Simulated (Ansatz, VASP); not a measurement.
One calculation of SiNi, two programs

The input INCAR:

```
ALGO     = Normal         # electronic algorithm
EDIFF    = 1E-6           # SCF threshold, eV
ENCUT    = 520            # plane-wave cutoff, eV
GGA      = PE             # functional
ISIF     = 2              # what is computed and relaxed
ISMEAR   = 0              # smearing method
LASPH    = T              # aspherical terms in the spheres
LCHARG   = F              # write CHGCAR
LREAL    = F              # projectors in reciprocal space
LWAVE    = F              # write WAVECAR
NBANDS   = 22             # bands
NELM     = 100            # most SCF steps
PREC     = Accurate       # precision mode
SIGMA    = 0.15           # smearing width, eV
```

KPOINTS

```
k-points
0
Gamma
  16 14 10
```

File POSCAR:

```
SiNi
1.0
    3.0552835660      0.0000000000      0.0000000000
    0.0000000000      3.2583147222      0.0000000000
    0.0000000000      0.0000000000      4.7093899546
Si Ni
2 2
Direct
    0.5000000000      0.5000000000      0.8431827244
    0.0000000000      0.0000000000      0.1568172756
    0.4018094414      0.5000000000      0.2786034584
    0.0000000000      0.0000000000      0.6576940233
```

Input for Ansatz:

```yaml
crystal:
  lattice:
    - [3.055283566, 0.0, 0.0]
    - [0.0, 3.2583147222, 0.0]
    - [0.0, 0.0, 4.7093899546]
  atoms:
    - { symbol: Si, position: [0.5, 0.5, 0.8431827244] }
    - { symbol: Si, position: [0.0, 0.0, 0.1568172756] }
    - { symbol: Ni, position: [0.4018094414, 0.5, 0.2786034584] }
    - { symbol: Ni, position: [0.0, 0.0, 0.6576940233] }
basis:
  ecutwfc: 420
kpoints:
  mp_grid: { grid: [16, 14, 10] }
hamiltonian:
  xc: pbe
scf:
  occupations: { method: gaussian, width: 0.15 }
output:
  forces: true
  stress: true
  eigenvalues: true
```

Alike in both runs: task single point; functional PBE; k mesh 16 × 14 × 10; occupations gaussian, width 0.15 eV; no spin polarisation.

|  | VASP | Ansatz |
| --- | --- | --- |
| version | VASP 6.6.1 | Ansatz 0.2.0 |
| potentials or method | VASP PAW PBE potentials, release 64 (Si, Ni), cutoff 520 eV | scalar-relativistic, plane waves, PAW |
| valence electrons in the cell | 28 | 44 |

Ansatz gave:

* gap on the k mesh at the Fermi level (eV): none
* pressure (GPa): 12.8
* traceless stress, the component that is largest in VASP (GPa): 7.22
* rms of the force components (eV/Å): 1.793

Task: Estimate VASP's values.

Result: gap on the k mesh at the Fermi level (eV): none; pressure (GPa): 12.9; traceless stress, the component that is largest in VASP (GPa): 7.35; rms of the force components (eV/Å): 1.802.

Atom by atom the forces differ by 0.012 eV/Å (rms over components). A gap of «none» marks a metal or a gap that the smearing closes. VASP's potentials hold 28 valence electrons a cell and Ansatz's 44, so a difference there can come from the potentials and not from the codes.
